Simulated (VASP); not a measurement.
# AlN (P1) in VASP: a series of runs, part 2 of 2

VASP 6.6.1. Earlier steps stand in the parts before.

## Step 3: Single point, PBE (mode 4 frozen in at -0.102 Å and mode 10 at +0.060 Å (largest displacements))

Contents of INCAR:

```
PREC = Accurate
ENCUT = 520
EDIFF = 1E-7
ISMEAR = 0
SIGMA = 0.05
LREAL = F
LASPH = T
NELM = 80
ALGO = Normal
ISIF = 2
LWAVE = F
LCHARG = F
GGA = PE
NBANDS = 16
```

Contents of KPOINTS:

```
regular mesh
0
Gamma
  6 6 6
```

Contents of POSCAR:

```
AlN
1.0
    0.0000000000     -2.2015682416     -2.2015682416
   -2.2015682416      0.0000000000     -2.2015682416
    2.2015682416      2.2015682416     -4.4031364832
Al N
2 2
Direct
   -0.0045870597      0.0397597532      0.0035370201
    0.5116610999      0.4673142870      0.5035370201
    0.3609070899      0.4006440700      0.8681866750
    0.8754662601      0.8357292799      0.3681866750
```

Potentials or basis: VASP PAW PBE potentials, release 64 (Al, N).

The run is started by

```bash
cat potpaw_PBE.64/Al/POTCAR potpaw_PBE.64/N/POTCAR > POTCAR
mpirun -np 1 vasp_std > vasp.out
```

OUTCAR:

```text
PREC = Accurate
   ENCUT = 520
   EDIFF = 1E-7
   ISMEAR = 0
   LREAL = F
   LASPH = T
   NELM = 80
   ISIF = 2
   GGA = PE

 ion  position               nearest neighbor table
   1  0.995  0.040  0.004-   3 1.85   4 1.87   3 1.96   3 1.97   2 3.01   2 3.03   2 3.09   2 3.15
                             2 3.21   2 3.23
   2  0.512  0.467  0.504-   3 1.86   4 1.86   4 1.95   4 1.96   1 3.01   1 3.03   1 3.09   1 3.15
                             1 3.21   1 3.23
   3  0.361  0.401  0.868-   1 1.85   2 1.86   1 1.96   1 1.97
   4  0.875  0.836  0.368-   2 1.86   1 1.87   2 1.95   2 1.96

[... 650 lines left out ...]

 [... further k-points ...]
[... 5 lines left out ...]
  --------------------------------------------------------------------------------------
  -------------------------------------------------------------------------------------
  Total       -0.0201664      0.4154738     -0.2088197      1.4594236      0.0130937      0.0238586
  in kB       -0.7569773     15.5954453     -7.8383686     54.7816990      0.4914912      0.8955694
  external PRESSURE =       2.3333665 kB  Pullay stress =       0.0000000 kB

 VOLUME and BASIS-vectors are now :
 -----------------------------------------------------------------------------
  energy-cutoff  :      520.00
  volume of cell :       42.68
      direct lattice vectors                 reciprocal lattice vectors
     0.000000000 -2.201568242 -2.201568242     0.113555417 -0.340666251 -0.113555417
    -2.201568242  0.000000000 -2.201568242    -0.340666251  0.113555417 -0.113555417
     2.201568242  2.201568242 -4.403136483     0.113555417  0.113555417 -0.113555417

 POSITION                                       TOTAL-FORCE (eV/Angst)
 -----------------------------------------------------------------------------------
     -0.07975     -2.18368     -2.29458         0.443747      0.041178      1.452173
      0.07975     -0.01789     -4.37242        -0.313985      0.090825      0.908532
      1.02933      1.11681     -5.49935         0.134986     -0.102030     -1.100545
     -1.02933     -1.11681     -5.38849        -0.264748     -0.029973     -1.260161
 -----------------------------------------------------------------------------------
    total drift:                               -0.000132     -0.000037     -0.000015

  FREE ENERGIE OF THE ION-ELECTRON SYSTEM (eV)
  ---------------------------------------------------
  free  energy   TOTEN  =       -29.5131420724 eV

  energy  without entropy=      -29.5131420724  energy(sigma->0) =      -29.51314207
```

OSZICAR:

```text
N       E                     dE             d eps       ncg     rms          rms(c)
DAV:   1     0.399395784359E+02    0.39940E+02   -0.70859E+03  3680   0.863E+02
DAV:   2    -0.308150955437E+02   -0.70755E+02   -0.64452E+02  5128   0.188E+02
DAV:   3    -0.341945253725E+02   -0.33794E+01   -0.33699E+01  4384   0.418E+01
DAV:   4    -0.342158743526E+02   -0.21349E-01   -0.21348E-01  4544   0.377E+00
DAV:   5    -0.342161753012E+02   -0.30095E-03   -0.30094E-03  4424   0.446E-01    0.121E+01
DAV:   6    -0.295028367207E+02    0.47133E+01   -0.10788E+01  4328   0.237E+01    0.412E+00
DAV:   7    -0.295288586628E+02   -0.26022E-01   -0.64088E-01  3648   0.568E+00    0.291E+00
DAV:   8    -0.295175414917E+02    0.11317E-01   -0.65100E-02  4024   0.230E+00    0.583E-01
DAV:   9    -0.295127044127E+02    0.48371E-02   -0.11485E-02  4824   0.811E-01    0.248E-01
DAV:  10    -0.295132242614E+02   -0.51985E-03   -0.20901E-03  3936   0.294E-01    0.133E-01
DAV:  11    -0.295131398446E+02    0.84417E-04   -0.19699E-04  4272   0.109E-01    0.271E-02
DAV:  12    -0.295131422978E+02   -0.24532E-05   -0.10152E-05  4680   0.253E-02    0.853E-03
DAV:  13    -0.295131420293E+02    0.26853E-06   -0.24311E-06  4264   0.125E-02    0.106E-03
DAV:  14    -0.295131420724E+02   -0.43120E-07   -0.15095E-07  3584   0.301E-03
   1 F= -.29513142E+02 E0= -.29513142E+02  d E =-.198509E-14
```

stdout:

```text
POSCAR found type information on POSCAR AlN
 POSCAR found :  2 types and       4 ions
 scaLAPACK will be used
 LDA part: xc-table for (Slater+PW92), standard interpolation
 POSCAR, INCAR and KPOINTS ok, starting setup
 FFT: planning ... GRIDC
 FFT: planning ... GRID_SOFT
 FFT: planning ... GRID
 WAVECAR not read
 entering main loop
```

Wall time 76 s (1 thread of Intel Xeon Platinum 8488C (Sapphire Rapids), shared host); peak memory 0.19 GiB.

What came out:

```
Free energy            : -29.5131 eV
Pressure               : 0.2 GPa
Largest force          : 1.519 eV/Å
Band gap on the k mesh : 3.08 eV, indirect (least direct gap 3.62 eV)
```

Forces on the atoms (eV/Å):
```
Al   0.444  0.041  1.452
Al  -0.314  0.091  0.909
N    0.135 -0.102 -1.101
N   -0.265 -0.030 -1.260
```

Levels at points of the mesh, in eV from the valence-band top:
| k point | band 4 | band 5 | band 6 | band 7 | band 8 | band 9 | band 10 | band 11 | band 12 | band 13 |
| --- | --- | --- | --- | --- | --- | --- | --- | --- | --- | --- |
| (0.00, 0.00, 0.00) | -0.77 | -0.54 | -0.38 | -0.19 | 0.00 | 3.69 | 6.82 | 9.31 | 10.68 | 10.93 |
| (0.50, 0.00, 0.00) | -4.80 | -2.68 | -2.59 | -1.39 | -1.34 | 5.55 | 5.61 | 9.18 | 9.37 | 11.54 |
| (0.00, 0.50, 0.00) | -4.71 | -2.83 | -2.35 | -1.41 | -1.36 | 5.48 | 5.64 | 8.99 | 9.89 | 11.26 |
| (0.50, 0.50, 0.50) | -4.87 | -2.76 | -2.40 | -1.23 | -1.19 | 5.50 | 5.59 | 8.99 | 9.69 | 11.35 |
| (0.50, 0.50, 0.00) | -5.06 | -2.14 | -1.80 | -0.74 | -0.51 | 3.11 | 6.82 | 8.18 | 9.42 | 10.62 |
| (0.00, 0.50, 0.50) | -5.06 | -1.96 | -1.96 | -0.92 | -0.63 | 3.10 | 6.93 | 8.09 | 9.54 | 10.52 |
| (0.50, 0.00, 0.50) | -5.06 | -1.97 | -1.94 | -0.90 | -0.63 | 3.08 | 6.85 | 8.18 | 9.46 | 10.61 |
| (0.00, 0.00, 0.50) | -3.51 | -0.62 | -0.50 | -0.30 | -0.17 | 5.87 | 5.92 | 10.36 | 10.44 | 11.57 |

Caveat: the cell differs from its parent crystal (mode 4 frozen in at -0.102 Å and mode 10 at +0.060 Å (largest displacements)); forces of over 1 eV/Å act on the atoms, so gaps and moduli don't describe the material at rest. A k mesh can miss the band edges.
